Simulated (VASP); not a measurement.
# Si2NF2 (I4/mmm) in VASP: single point with PBE

Aim: the single point of Si2NF2 with PBE.

All numbers are computed with VASP 6.6.1; they aren't measurements. Logs are shortened: lines on timing, memory, paths and dates and some standing lists are left out, and cuts for length are marked.

## Step 1: The cell of the first run

It takes space group I4/mmm (No. 139, tetragonal). Conventional cell: a = 3.212 Å, b = 3.212 Å, c = 10.809 Å, α = 90.00°, β = 90.00°, γ = 90.00°. Within 2.9 Å of Si (site symmetry 4mm) lie 4 F at 2.21 Å and 1 Si at 2.37 Å and 4 N at 2.56 Å. N (site symmetry 4/mmm) has 8 Si at 2.56 Å and 8 F at 3.14 Å and 4 N at 3.21 Å within 3.4 Å. F (site symmetry -4m2) has 4 Si at 2.21 Å and 4 F at 2.27 Å within 2.9 Å.

## Step 2: Single point, PBE, collinear spin, ferromagnetic start

Input file INCAR:

```
SYSTEM = Si2NF2
PREC     = Accurate       ! precision mode
ENCUT    = 520            ! plane-wave cutoff, eV
EDIFF    = 1E-6           ! SCF threshold, eV
ISMEAR   = 0              ! smearing method
SIGMA    = 0.1            ! smearing width, eV
LREAL    = .FALSE.        ! projectors in reciprocal space
LASPH    = .TRUE.         ! aspherical terms in the spheres
NELM     = 150            ! most SCF steps
ALGO     = Normal         ! electronic algorithm
ISIF     = 2              ! what is computed and relaxed
LWAVE    = .FALSE.        ! write WAVECAR
LCHARG   = .FALSE.        ! write CHGCAR
ISPIN    = 2              ! spin polarisation
MAGMOM   = 0 0 1 1 1      ! initial moments
LORBIT   = 11             ! projections on sites
GGA      = PE             ! functional
NBANDS   = 26             ! bands
```

Input file KPOINTS:

```
Automatic mesh
0
G
  6 6 6
  0 0 0
```

Input file POSCAR:

```
Si2NF2
1.0
   -1.6057669668      1.6057669668      5.4043273601
    1.6057669668     -1.6057669668      5.4043273601
    1.6057669668      1.6057669668     -5.4043273601
Si N F
2 1 2
Direct
    0.6096368486      0.6096368486      0.0000000000
    0.3903631514      0.3903631514      0.0000000000
    0.0000000000      0.0000000000      0.0000000000
    0.2500000000      0.7500000000      0.5000000000
    0.7500000000      0.2500000000      0.5000000000
```

Potentials or basis: VASP PAW PBE potentials, release 64 (Si, N, F).

The run is started by

```
cat potpaw_PBE.64/Si/POTCAR potpaw_PBE.64/N/POTCAR potpaw_PBE.64/F/POTCAR > POTCAR
mpirun -np 1 vasp_std > vasp.out
```

OUTCAR:

```text
SYSTEM = Si2NF2
   PREC = Accurate
   ENCUT = 520
   EDIFF = 1E-6
   ISMEAR = 0
   LREAL = .FALSE.
   LASPH = .TRUE.
   NELM = 150
   ISIF = 2
   ISPIN = 2
   LORBIT = 11
   GGA = PE

 ion  position               nearest neighbor table
   1  0.610  0.610  0.000-   4 2.21   5 2.21   4 2.21   5 2.21   2 2.37
   2  0.390  0.390  0.000-   4 2.21   5 2.21   4 2.21   5 2.21   1 2.37
   3  0.000  0.000  0.000-
   4  0.250  0.750  0.500-   1 2.21   2 2.21   2 2.21   1 2.21
   5  0.750  0.250  0.500-   1 2.21   2 2.21   2 2.21   1 2.21

  LATTYP: Found a body centered tetragonal cell.
 ALAT       =     3.2115339336
 C/A-ratio  =     3.3655738795

  Lattice vectors:

 A1 = (  -1.6057669668,   1.6057669668,   5.4043273601)
 A2 = (   1.6057669668,  -1.6057669668,   5.4043273601)
 A3 = (   1.6057669668,   1.6057669668,  -5.4043273601)

Analysis of symmetry for initial positions (statically):
=====================================================================
 Subroutine PRICEL returns:
 Original cell was already a primitive cell.

 Routine SETGRP: Setting up the symmetry group for a
 body centered tetragonal supercell.

 Subroutine GETGRP returns: Found 16 space group operations
 (whereof 16 operations were pure point group operations)
 out of a pool of 16 trial point group operations.

The static configuration has the point symmetry D_4h.

Analysis of symmetry for dynamics (positions and initial velocities):
=====================================================================
 Subroutine PRICEL returns:
 Original cell was already a primitive cell.

 Routine SETGRP: Setting up the symmetry group for a
 body centered tetragonal supercell.

 Subroutine GETGRP returns: Found 16 space group operations
 (whereof 16 operations were pure point group operations)
 out of a pool of 16 trial point group operations.

The dynamic configuration has the point symmetry D_4h.

Analysis of structural, dynamic, and magnetic symmetry:
=====================================================================
 Subroutine PRICEL returns:
 Original cell was already a primitive cell.

 Routine SETGRP: Setting up the symmetry group for a
 body centered tetragonal supercell.

 Subroutine GETGRP returns: Found 16 space group operations
 (whereof 16 operations were pure point group operations)
 out of a pool of 16 trial point group operations.

The overall configuration has the point symmetry D_4h.

 Subroutine INISYM returns: Found 16 space group operations
 (whereof 16 operations are pure point group operations),
 and found     1 'primitive' translations

----------------------------------------------------------------------------------------

                                     Primitive cell

  volume of cell :      55.7400

  direct lattice vectors                    reciprocal lattice vectors
    -1.605766967  1.605766967  5.404327360     0.000000000  0.311377685  0.092518452
     1.605766967 -1.605766967  5.404327360     0.311377685  0.000000000  0.092518452
     1.605766967  1.605766967 -5.404327360     0.311377685  0.311377685  0.000000000

  length of vectors
     5.862058454  5.862058454  5.862058454     0.324831843  0.324831843  0.440354544

  position of ions in fractional coordinates (direct lattice)
     0.609636849  0.609636849  0.000000000
     0.390363151  0.390363151  0.000000000
     0.000000000  0.000000000  0.000000000
     0.250000000  0.750000000  0.500000000
     0.750000000  0.250000000  0.500000000

  ion indices of the primitive-cell ions
   primitive index   ion index
                 1           1
                 2           2
                 3           3
                 4           4
                 5           5

----------------------------------------------------------------------------------------

 KPOINTS: Automatic mesh

Automatic generation of k-mesh.
 Grid dimensions read from file:
 generate k-points for:    6    6    6

 Generating k-lattice:

  Cartesian coordinates                     Fractional coordinates (reciprocal lattice)
     0.000000000  0.051896281  0.015419742     0.166666667 -0.000000000  0.000000000
     0.051896281  0.000000000  0.015419742    -0.000000000  0.166666667  0.000000000
     0.051896281  0.051896281  0.000000000     0.000000000  0.000000000  0.166666667

  Length of vectors
     0.054138641  0.054138641  0.073392424

  Shift w.r.t. Gamma in fractional coordinates (k-lattice)
     0.000000000  0.000000000  0.000000000

 Subroutine IBZKPT returns following result:
 ===========================================

 Found     30 irreducible k-points:

 Following reciprocal coordinates:
            Coordinates               Weight
  0.000000  0.000000  0.000000      1.000000
  0.166667  0.000000  0.000000      8.000000
  0.333333  0.000000 -0.000000      8.000000
  0.500000 -0.000000  0.000000      4.000000
  0.166667  0.166667  0.000000      8.000000
  0.333333  0.166667 -0.000000     16.000000
[... 16 lines left out ...]
 -0.333333 -0.333333  0.166667      8.000000
 -0.166667 -0.333333  0.166667      8.000000
 [... further k-points ...]
   k-points           NKPTS =     30   k-points in BZ     NKDIM =     30   number of bands    NBANDS=     26
   number of dos      NEDOS =    301   number of ions     NIONS =      5
   total plane-waves  NPLWV = 110592
   dimension x,y,z NGX =    48 NGY =   48 NGZ =   48
   dimension x,y,z NGXF=    96 NGYF=   96 NGZF=   96
   ions per type =               2   1   2
   NGX,Y,Z   is equivalent  to a cutoff of  13.61, 13.61, 13.61 a.u.
   NGXF,Y,Z  is equivalent  to a cutoff of  27.23, 27.23, 27.23 a.u.
 SYSTEM =  Si2NF2
   PREC   = accura    normal or accurate (medium, high low for compatibility)
   ISTART =      0    job   : 0-new  1-cont  2-samecut
   ICHARG =      2    charge: 1-file 2-atom 10-const
   ISPIN  =      2    spin polarized calculation?
   LNONCOLLINEAR =      F non collinear calculations
   LSORBIT =      F    spin-orbit coupling
   LASPH  =      T    aspherical Exc in radial PAW
   ENCUT  =  520.0 eV  38.22 Ry    6.18 a.u.  10.90 10.90 10.90*2*pi/ulx,y,z
   NELM   =    150;   NELMIN=  2; NELMDL= -5     # of ELM steps
   EDIFF  = 0.1E-05   stopping-criterion for ELM
   LREAL  =      F    real-space projection
   EDIFFG = 0.1E-04   stopping-criterion for IOM
   NSW    =      0    number of steps for IOM
   IBRION =     -1    ionic relax: 0-MD 1-quasi-New 2-CG
   NFREE  =      0    steps in history (QN), initial steepest desc. (CG)
   ISIF   =      2    stress and relaxation
   ISYM   =      2    0-nonsym 1-usesym 2-fastsym
   POTIM  = 0.5000    time-step for ionic-motion
   TEBEG  =    0.0;   TEEND  =   0.0 temperature during run
   PSTRESS=    0.0 pullay stress
   NELECT =      27.0000    total number of electrons
   NUPDOWN=      -1.0000    fix difference up-down
   EMIN   =  10.00;   EMAX   =-10.00  energy-range for DOS
   EFERMI =   0.00;   METHOD = LEGACY
   ISMEAR =     0;   SIGMA  =   0.10  broadening in eV -4-tet -1-fermi 0-gaus
   EFERMI_NEDOS =   21; number of points for ismear=-14 and -15
   IALGO  =     38    algorithm
   IMIX   =      4    mixing-type and parameters
     AMIX     =   0.40;   BMIX     =  1.00
     AMIX_MAG =   1.60;   BMIX_MAG =  1.00
  volume/ion in A,a.u.               =      11.15        75.23
  Fermi-wavevector in a.u.,A,eV,Ry     =   1.285703  2.429626 22.490855  1.653031
  Thomas-Fermi vector in A             =   2.417821
   LORBIT       =     11    0 simple, 1 ext, 2 COOP (PROOUT), +10 PAW based schemes
   GGA     = PE    functional components
   LHFCALC =     F    Hartree Fock is set to
   AEXX    =    0.0000 exact exchange contribution
   IVDW    =     0    specifies the selected vdW correction
   LEPSILON=     F    determine dielectric tensor
   LRPA    =     F    only Hartree local field effects (RPA)
 spin polarized calculation
 Gauss-broadening in eV      SIGMA  =   0.10
  energy-cutoff  :      520.00
  volume of cell :       55.74
 maximum number of plane-waves:      1518
 NGX is ok and might be reduce to    48
   NGX = 21   NGY = 21   NGZ = 21

 number of electron      26.9999995 magnetization       0.0091340

 Free energy of the ion-electron system (eV)
  ---------------------------------------------------
  ext. energy  EPLUGINS =         0.00000000
  ---------------------------------------------------
  free energy    TOTEN  =       -23.29091835 eV

  energy without entropy =      -23.28139289  energy(sigma->0) =      -23.28615562

 E-fermi :   6.7691     XC(G=0): -11.0134

 val. band max:        6.6769488226   @ k =  -0.1667   0.5000   0.1667
 cond. band min:       6.7821086035   @ k =   0.5000   0.5000   0.3333
 fundamental gap:      0.1051597808
 Fermi energy:         6.7690689060

 spin component 1

 k-point     1 :       0.0000    0.0000    0.0000
  band No.  band energies     occupation
      1     -19.4333      1.00000
      2     -17.1608      1.00000
      3      -7.7854      1.00000
      4      -3.8629      1.00000
      5      -1.1520      1.00000
      6      -1.1520      1.00000
[... 661 lines left out ...]
     24      19.2337      0.00000
     25      19.5555      0.00000

 [... further k-points ...]

 spin component 2

 k-point     1 :       0.0000    0.0000    0.0000
  band No.  band energies     occupation
      1     -19.4332      1.00000
      2     -17.1607      1.00000
      3      -7.7770      1.00000
      4      -3.8627      1.00000
      5      -1.1519      1.00000
      6      -1.1519      1.00000
[... 661 lines left out ...]
     24      19.2342      0.00000
     25      19.5562      0.00000

 [... further k-points ...]

 [bands above 25 left out]

------------------------ aborting loop because EDIFF is reached ----------------------------------------

  FORCE on cell =-STRESS in cart. coord.  units (eV):
  Direction    XX          YY          ZZ          XY          YZ          ZX
  --------------------------------------------------------------------------------------
  -------------------------------------------------------------------------------------
  Total       -0.0529776     -0.0529776      0.0471518      0.0000000      0.0000000     -0.0000000
  in kB       -1.5227771     -1.5227771      1.3553210      0.0000000      0.0000000     -0.0000000
  external PRESSURE =      -0.5634111 kB  Pullay stress =       0.0000000 kB

 VOLUME and BASIS-vectors are now :
 -----------------------------------------------------------------------------
  energy-cutoff  :      520.00
  volume of cell :       55.74
      direct lattice vectors                 reciprocal lattice vectors
    -1.605766967  1.605766967  5.404327360     0.000000000  0.311377685  0.092518452
     1.605766967 -1.605766967  5.404327360     0.311377685  0.000000000  0.092518452
     1.605766967  1.605766967 -5.404327360     0.311377685  0.311377685  0.000000000

 POSITION                                       TOTAL-FORCE (eV/Angst)
 -----------------------------------------------------------------------------------
      0.00000      0.00000      6.58935        -0.000000     -0.000000     -0.009978
      0.00000      0.00000      4.21930        -0.000000     -0.000000      0.009978
      0.00000      0.00000      0.00000         0.000000      0.000000      0.000000
      1.60577      0.00000      2.70216         0.000000      0.000000      0.000000
      0.00000      1.60577      2.70216         0.000000      0.000000      0.000000
 -----------------------------------------------------------------------------------
    total drift:                                0.000000     -0.000000      0.000000

  FREE ENERGIE OF THE ION-ELECTRON SYSTEM (eV)
  ---------------------------------------------------
  free  energy   TOTEN  =       -23.2909183540 eV

  energy  without entropy=      -23.2813928870  energy(sigma->0) =      -23.28615562

 total charge

# of ion       s       p       d       tot
------------------------------------------
    1        0.958   0.436   0.000   1.394
    2        0.958   0.436   0.000   1.394
    3        1.319   2.109   0.000   3.428
    4        1.758   4.334   0.000   6.092
    5        1.758   4.334   0.000   6.092
--------------------------------------------------
tot          6.749  11.649   0.000  18.398

 magnetization (x)

# of ion       s       p       d       tot
------------------------------------------
    1        0.001  -0.000   0.000   0.000
    2        0.001  -0.000   0.000   0.000
    3        0.000   0.006   0.000   0.006
    4       -0.000   0.000   0.000   0.000
    5       -0.000   0.000   0.000   0.000
--------------------------------------------------
tot          0.001   0.006   0.000   0.007
```

Run time: 4.9 min. Hardware: 1 thread of Intel Xeon Platinum 8259CL at 2.50GHz (Skylake/Cascade Lake), shared host; peak memory 0.42 GiB.

Results:

* Free energy: -23.2909 eV
* Pressure: -0.1 GPa
* Largest force: 0.010 eV/Å
* Net moment: 0.01 μB per cell
* Valence electrons inside the program's atomic spheres: Si 1.39; N 3.43; F 6.09

Forces in eV/Å, atoms in the order of the input:
```
Si   0.000  0.000 -0.010
Si   0.000  0.000  0.010
N    0.000  0.000  0.000
F    0.000  0.000  0.000
F    0.000  0.000  0.000
```

Stress tensor (GPa, compression positive):
```
-0.15  0.00  0.00
 0.00 -0.15  0.00
 0.00  0.00  0.14
```

Levels at points of the mesh, in eV from the Fermi level:
Spin up:
| k point | band 11 | band 12 | band 13 | band 14 | band 15 | band 16 |
| --- | --- | --- | --- | --- | --- | --- |
| (0.00, 0.00, 0.00) | -3.29 | -2.09 | -2.09 | 0.14 | 1.34 | 5.41 |
| (0.50, 0.00, 0.00) | -2.58 | -2.03 | -0.95 | 0.95 | 1.29 | 2.82 |
| (0.50, 0.50, 0.00) | -3.82 | -3.82 | -2.03 | -1.00 | 1.04 | 2.67 |
| (0.50, 0.50, 0.50) | -4.37 | -1.94 | -1.94 | 0.70 | 2.74 | 4.62 |
Spin down:
```tsv
k point	band 9	band 10	band 11	band 12	band 13	band 14	band 15	band 16	band 17	band 18
(0.00, 0.00, 0.00)	-4.37	-4.37	-3.29	-2.08	-2.08	0.15	1.34	5.42	5.42	5.94
(0.50, 0.00, 0.00)	-6.31	-6.31	-2.58	-2.03	-0.94	0.96	1.29	2.82	3.64	4.95
(0.50, 0.50, 0.00)	-5.13	-4.20	-3.82	-3.82	-2.03	-1.00	1.04	2.67	3.06	4.30
(0.50, 0.50, 0.50)	-4.51	-4.37	-4.37	-1.93	-1.93	0.71	2.74	4.62	4.62	6.07
```

Caveat: the k points lie up to 0.46 Å⁻¹ apart.
